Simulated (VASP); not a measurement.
Al: single point with LDA

The system is Al, a slab with vacuum.

```
CELL_PARAMETERS angstrom
2.81684 0.00000 0.00000
0.00000 2.81684 0.00000
0.00000 0.00000 26.95086
ATOMIC_POSITIONS crystal
Al 0.50000 0.50000 0.27705
Al 0.00000 0.00000 0.35257
Al 0.50000 0.50000 0.42600
Al 0.00000 0.00000 0.50000
Al 0.50000 0.50000 0.57400
Al 0.00000 0.00000 0.64743
Al 0.50000 0.50000 0.72295
```

```
Program                : VASP 6.6.1
Task                   : single point
Functional             : LDA
Potentials or basis    : VASP PAW LDA potentials, release 64 (Al)
Cutoff                 : 520 eV
k mesh                 : 12 × 12 × 1
Occupations            : gaussian, width 0.1 eV
Spin                   : no spin polarisation
Dipole correction      : yes
Further INCAR settings : ALGO = Fast; EDIFF = 1e-06; NBANDS = 20
```

```yaml
Largest_force: 0.015 eV/Å
Band_gap_on_the_k_mesh: zero (an odd number of electrons rules out a gap without spin polarisation)
```

Forces on the atoms (eV/Å):
```
Al   0.000  0.000  0.000
Al   0.000  0.000 -0.011
Al   0.000  0.000  0.015
Al   0.000  0.000  0.000
Al   0.000  0.000 -0.015
Al   0.000  0.000  0.011
Al   0.000  0.000  0.000
```

Levels at points of the mesh, in eV from the Fermi level:
```tsv
k point	band 6	band 7	band 8	band 9	band 10	band 11	band 12	band 13	band 14	band 15
(0.00, 0.00, 0.00)	-5.65	-3.68	-2.39	0.23	2.14	3.53	4.51	4.72	5.46	5.87
(0.50, 0.00, 0.00)	-5.23	-4.25	-4.16	-2.95	-2.78	-1.37	-1.07	0.47	1.08	1.63
(0.50, 0.50, 0.00)	-1.57	-1.48	-1.46	-1.00	-0.89	-0.51	-0.51	-0.35	0.18	0.76
```

Wall time 100 s on 1 thread of AMD EPYC 9R45 96-Core Processor (Zen 5), on a shared host, peak memory 0.25 GiB.
